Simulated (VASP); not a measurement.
# CdSe (C2) in VASP: a series of runs, part 2 of 2

VASP 6.6.1. The steps go on from the part before.

**5. Single point, PBEsol (engineering shear strain xz -0.1467, normal strain along z -0.1500)**

INCAR reads:

```
SYSTEM = CdSe
PREC = Accurate
ENCUT = 520
EDIFF = 1E-6
ISMEAR = 0
SIGMA = 0.05
LREAL = .False.
LASPH = .True.
NELM = 80
ALGO = Normal
ISIF = 2
LWAVE = .False.
LCHARG = .False.
GGA = PS
NBANDS = 16
```

KPOINTS reads:

```
regular mesh
0
Gamma
  10 10 10
  0 0 0
```

POSCAR reads:

```
CdSe
1.0
   -0.2230800596      2.5851131655      3.0413096065
    3.0413096065     -0.2230800596      3.0413096065
    2.8182295469      2.3620331059      0.0000000000
Cd Se
1 1
Direct
    0.0000000000      0.0000000000      0.0000000000
    0.7500000000      0.7500000000      0.7500000000
```

Potentials or basis: VASP PAW PBE potentials, release 64 (Cd, Se).

Command:

```bash
cat potpaw_PBE.64/Cd/POTCAR potpaw_PBE.64/Se/POTCAR > POTCAR
mpirun -np 1 vasp_std > vasp.out
```

OUTCAR:

```text
SYSTEM = CdSe
   PREC = Accurate
   ENCUT = 520
   EDIFF = 1E-6
   ISMEAR = 0
   LREAL = .False.
   LASPH = .True.
   NELM = 80
   ISIF = 2
   GGA = PS

 ion  position               nearest neighbor table
   1  0.000  0.000  0.000-   2 2.39   2 2.39   2 2.64   2 2.64
   2  0.750  0.750  0.750-   1 2.39   1 2.39   1 2.64   1 2.64

  LATTYP: Found a base centered monoclinic cell.
 ALAT       =     5.1894411227
 B/A-ratio  =     1.1721145051
 C/A-ratio  =     0.7085879213
 COS(beta)  =    -0.5740795445

  Lattice vectors:

 A1 = (   0.2230800596,  -2.5851131655,   3.0413096065)
 A2 = (   0.2230800596,  -2.5851131655,  -3.0413096065)
 A3 = (   2.8182295469,   2.3620331059,   0.0000000000)

Analysis of symmetry for initial positions (statically):
=====================================================================
 Subroutine PRICEL returns:
 Original cell was already a primitive cell.

 Routine SETGRP: Setting up the symmetry group for a
 base centered monoclinic supercell.

 Subroutine GETGRP returns: Found  2 space group operations
 (whereof  2 operations were pure point group operations)
 out of a pool of  4 trial point group operations.

The static configuration has the point symmetry C_2 .

Analysis of symmetry for dynamics (positions and initial velocities):
=====================================================================
 Subroutine PRICEL returns:
 Original cell was already a primitive cell.

 Routine SETGRP: Setting up the symmetry group for a
 base centered monoclinic supercell.

 Subroutine GETGRP returns: Found  2 space group operations
 (whereof  2 operations were pure point group operations)
 out of a pool of  4 trial point group operations.

The dynamic configuration has the point symmetry C_2 .

 Subroutine INISYM returns: Found  2 space group operations
 (whereof  2 operations are pure point group operations),
 and found     1 'primitive' translations

----------------------------------------------------------------------------------------

                                     Primitive cell

  volume of cell :      47.5196

  direct lattice vectors                    reciprocal lattice vectors
    -0.223080060  2.585113166  3.041309607    -0.151172735  0.180369813  0.164402861
     3.041309607 -0.223080060  3.041309607     0.151172735 -0.180369813  0.164402861
     2.818229547  2.362033106  0.000000000     0.179727477  0.208924554 -0.164402861

  length of vectors
     3.997766741  4.306842574  3.677175298     0.287079720  0.287079720  0.320904559

  position of ions in fractional coordinates (direct lattice)
     0.000000000  0.000000000  0.000000000
     0.750000000  0.750000000  0.750000000

  ion indices of the primitive-cell ions
   primitive index   ion index
                 1           1
                 2           2

----------------------------------------------------------------------------------------

 KPOINTS: regular mesh

Automatic generation of k-mesh.
 Grid dimensions read from file:
 generate k-points for:   10   10   10

 Generating k-lattice:

  Cartesian coordinates                     Fractional coordinates (reciprocal lattice)
    -0.015117274  0.018036981  0.016440286     0.100000000  0.000000000  0.000000000
     0.015117274 -0.018036981  0.016440286    -0.000000000  0.100000000  0.000000000
     0.017972748  0.020892455 -0.016440286    -0.000000000 -0.000000000  0.100000000

  Length of vectors
     0.028707972  0.028707972  0.032090456

  Shift w.r.t. Gamma in fractional coordinates (k-lattice)
     0.000000000  0.000000000  0.000000000

 Subroutine IBZKPT returns following result:
 ===========================================

 Found    282 irreducible k-points:

 Following reciprocal coordinates:
            Coordinates               Weight
  0.000000  0.000000  0.000000      1.000000
  0.100000 -0.000000 -0.000000      4.000000
  0.200000 -0.000000 -0.000000      4.000000
  0.300000  0.000000  0.000000      4.000000
  0.400000  0.000000 -0.000000      4.000000
  0.500000  0.000000  0.000000      2.000000
[... 16 lines left out ...]
  0.300000  0.300000  0.000000      2.000000
  0.400000  0.300000  0.000000      4.000000
 [... further k-points ...]
   k-points           NKPTS =    282   k-points in BZ     NKDIM =    282   number of bands    NBANDS=     16
   number of dos      NEDOS =    301   number of ions     NIONS =      2
   total plane-waves  NPLWV =  26880
   dimension x,y,z NGX =    30 NGY =   32 NGZ =   28
   dimension x,y,z NGXF=    60 NGYF=   64 NGZF=   56
   ions per type =               1   1
   NGX,Y,Z   is equivalent  to a cutoff of  12.48, 12.35, 12.66 a.u.
   NGXF,Y,Z  is equivalent  to a cutoff of  24.95, 24.70, 25.32 a.u.
 SYSTEM =  CdSe
   PREC   = accura    normal or accurate (medium, high low for compatibility)
   ISTART =      0    job   : 0-new  1-cont  2-samecut
   ICHARG =      2    charge: 1-file 2-atom 10-const
   ISPIN  =      1    spin polarized calculation?
   LNONCOLLINEAR =      F non collinear calculations
   LSORBIT =      F    spin-orbit coupling
   LASPH  =      T    aspherical Exc in radial PAW
   ENCUT  =  520.0 eV  38.22 Ry    6.18 a.u.   7.43  8.01  6.84*2*pi/ulx,y,z
   NELM   =     80;   NELMIN=  2; NELMDL= -5     # of ELM steps
   EDIFF  = 0.1E-05   stopping-criterion for ELM
   LREAL  =      F    real-space projection
   EDIFFG = 0.1E-04   stopping-criterion for IOM
   NSW    =      0    number of steps for IOM
   IBRION =     -1    ionic relax: 0-MD 1-quasi-New 2-CG
   NFREE  =      0    steps in history (QN), initial steepest desc. (CG)
   ISIF   =      2    stress and relaxation
   ISYM   =      2    0-nonsym 1-usesym 2-fastsym
   POTIM  = 0.5000    time-step for ionic-motion
   TEBEG  =    0.0;   TEEND  =   0.0 temperature during run
   PSTRESS=    0.0 pullay stress
   NELECT =      18.0000    total number of electrons
   NUPDOWN=      -1.0000    fix difference up-down
   EMIN   =  10.00;   EMAX   =-10.00  energy-range for DOS
   EFERMI =   0.00;   METHOD = LEGACY
   ISMEAR =     0;   SIGMA  =   0.05  broadening in eV -4-tet -1-fermi 0-gaus
   EFERMI_NEDOS =   21; number of points for ismear=-14 and -15
   IALGO  =     38    algorithm
   IMIX   =      4    mixing-type and parameters
     AMIX     =   0.40;   BMIX     =  1.00
     AMIX_MAG =   1.60;   BMIX_MAG =  1.00
  volume/ion in A,a.u.               =      23.76       160.34
  Fermi-wavevector in a.u.,A,eV,Ry     =   1.184517  2.238412 19.090068  1.403080
  Thomas-Fermi vector in A             =   2.320730
   LORBIT       =      0    0 simple, 1 ext, 2 COOP (PROOUT), +10 PAW based schemes
   GGA     = PS    functional components
   LHFCALC =     F    Hartree Fock is set to
   AEXX    =    0.0000 exact exchange contribution
   IVDW    =     0    specifies the selected vdW correction
   LEPSILON=     F    determine dielectric tensor
   LRPA    =     F    only Hartree local field effects (RPA)
 non-spin polarized calculation
 Gauss-broadening in eV      SIGMA  =   0.05
  energy-cutoff  :      520.00
  volume of cell :       47.52
 maximum number of plane-waves:      1316
 NGX is ok and might be reduce to    30
   NGX = 15   NGY = 15   NGZ = 13

 number of electron      18.0000003 magnetization

 Free energy of the ion-electron system (eV)
  ---------------------------------------------------
  ext. energy  EPLUGINS =         0.00000000
  ---------------------------------------------------
  free energy    TOTEN  =        -5.55062699 eV

  energy without entropy =       -5.55061231  energy(sigma->0) =       -5.55061965

 E-fermi :   2.8636     XC(G=0):  -9.9082

 val. band max:        2.8055720776   @ k =   0.0000   0.0000   0.0000
 cond. band min:       2.9216354272   @ k =   0.0000   0.0000   0.0000
 fundamental gap:      0.1160633495
 Fermi energy:         2.8636049635

 k-point     1 :       0.0000    0.0000    0.0000
  band No.  band energies     occupation
      1     -11.4494      2.00000
      2      -6.4350      2.00000
      3      -6.4121      2.00000
      4      -6.2796      2.00000
      5      -5.8562      2.00000
      6      -5.7437      2.00000
[... 8 lines left out ...]
     15      12.5498      0.00000
     16      13.7146      0.00000
[... 419 lines left out ...]
 k-point    24 :       0.4000    0.3000    0.0000
  band No.  band energies     occupation
      1     -10.8994      2.00000
      2      -6.2758      2.00000
      3      -6.2118      2.00000
      4      -5.9049      2.00000
      5      -5.7651      2.00000
      6      -5.6276      2.00000
[... 8 lines left out ...]
     15      14.3502      0.00000
     16      16.4855      0.00000

 [... further k-points ...]
[... 5 lines left out ...]
  --------------------------------------------------------------------------------------
  -------------------------------------------------------------------------------------
  Total        4.6384165      4.0972680      4.6215743      3.8082235     -0.0000000      0.0000000
  in kB      156.3893535    138.1439307    155.8214990    128.3984744     -0.0000000      0.0000000
  external PRESSURE =     150.1182610 kB  Pullay stress =       0.0000000 kB

 VOLUME and BASIS-vectors are now :
 -----------------------------------------------------------------------------
  energy-cutoff  :      520.00
  volume of cell :       47.52
      direct lattice vectors                 reciprocal lattice vectors
    -0.223080060  2.585113166  3.041309607    -0.151172735  0.180369813  0.164402861
     3.041309607 -0.223080060  3.041309607     0.151172735 -0.180369813  0.164402861
     2.818229547  2.362033106  0.000000000     0.179727477  0.208924554 -0.164402861

 POSITION                                       TOTAL-FORCE (eV/Angst)
 -----------------------------------------------------------------------------------
      0.00000      0.00000      0.00000        -0.000000     -0.000000      2.237739
      4.22734      3.54305      4.56196         0.000000      0.000000     -2.237739
 -----------------------------------------------------------------------------------
    total drift:                                0.000001     -0.000001      0.000104

  FREE ENERGIE OF THE ION-ELECTRON SYSTEM (eV)
  ---------------------------------------------------
  free  energy   TOTEN  =        -5.5506269859 eV

  energy  without entropy=       -5.5506123145  energy(sigma->0) =       -5.55061965
```

stdout:

```text
POSCAR found type information on POSCAR CdSe
 POSCAR found :  2 types and       2 ions
 scaLAPACK will be used
 -----------------------------------------------------------------------------
|                                                                             |
|                                                                             |
|     You enforced a specific xc type in the INCAR file but a different       |
|     I HOPE YOU KNOW WHAT YOU ARE DOING!                                     |
|                                                                             |
 -----------------------------------------------------------------------------

 LDA part: xc-table for (Slater+PW92), standard interpolation
 POSCAR, INCAR and KPOINTS ok, starting setup
 FFT: planning ... GRIDC
 FFT: planning ... GRID_SOFT
 FFT: planning ... GRID
 WAVECAR not read
 entering main loop
```

It took 5.6 min on 1 thread of AMD EPYC 7R13, shared host; peak memory 0.32 GiB.

Results:

| Property | Result |
| --- | --- |
| Free energy | -5.5506 eV |
| Pressure | 15.0 GPa |
| Largest force | 2.238 eV/Å |
| Band gap on the k mesh | 0.12 eV, direct |

Forces in eV/Å, atoms in the order of the input:
```
Cd   0.000  0.000  2.238
Se   0.000  0.000 -2.238
```

Levels at points of the mesh, in eV from the valence-band top:
```
           k point  band 6  band 7  band 8  band 9  band 10  band 11  band 12  band 13
(0.00, 0.00, 0.00)   -8.55   -0.89   -0.83    0.00     0.12     4.33     5.75     6.92
(0.50, 0.00, 0.00)   -8.28   -5.96   -1.66   -0.72     1.92     5.54     7.00     7.97
(0.50, 0.50, 0.00)   -8.22   -5.74   -3.42   -1.66     1.90     4.57     8.61     9.42
(0.00, 0.00, 0.50)   -8.09   -5.92   -2.23   -1.36     1.40     5.10     6.21     7.44
(0.50, 0.00, 0.50)   -7.83   -4.75   -3.48   -3.33     1.83     2.18     8.89     9.81
(0.00, 0.50, 0.50)   -8.23   -5.74   -2.74   -2.44     2.47     3.85     8.00     9.24
```

Caveat: the cell differs from its parent crystal (engineering shear strain xz -0.1467, normal strain along z -0.1500); the PAW data sets were made with another functional, which shifts forces and pressure a little.

**6. Summary**

```csv
cell,gap on the mesh (eV),pressure (GPa),largest force (eV/Å)
"a = 4.196, b = 4.303, c = 4.037 Å, angles 60.3, 63.0, 61.6°, 2 atoms",0.39,3.9,0.65
"a = 4.640, b = 4.307, c = 4.320 Å, angles 65.1, 57.3, 67.1°, 2 atoms",0.27,-4.3,0.26
"a = 4.636, b = 4.303, c = 4.478 Å, angles 63.7, 56.3, 64.7°, 2 atoms",0.15,-5.1,0.11
"a = 3.998, b = 4.307, c = 3.677 Å, angles 59.5, 68.1, 62.3°, 2 atoms",0.12,15.0,2.24
```

Alike in all rows: task single point; level PBEsol; potentials or basis VASP PAW PBE potentials, release 64 (Cd, Se); no spin polarisation; k mesh 10 × 10 × 10; cutoff (eV) 520; smearing gaussian 0.05 eV.

Caveats: the PAW data sets were made with another functional, which shifts forces and pressure a little.

Absolute energies hang on the potentials; compare differences alone.
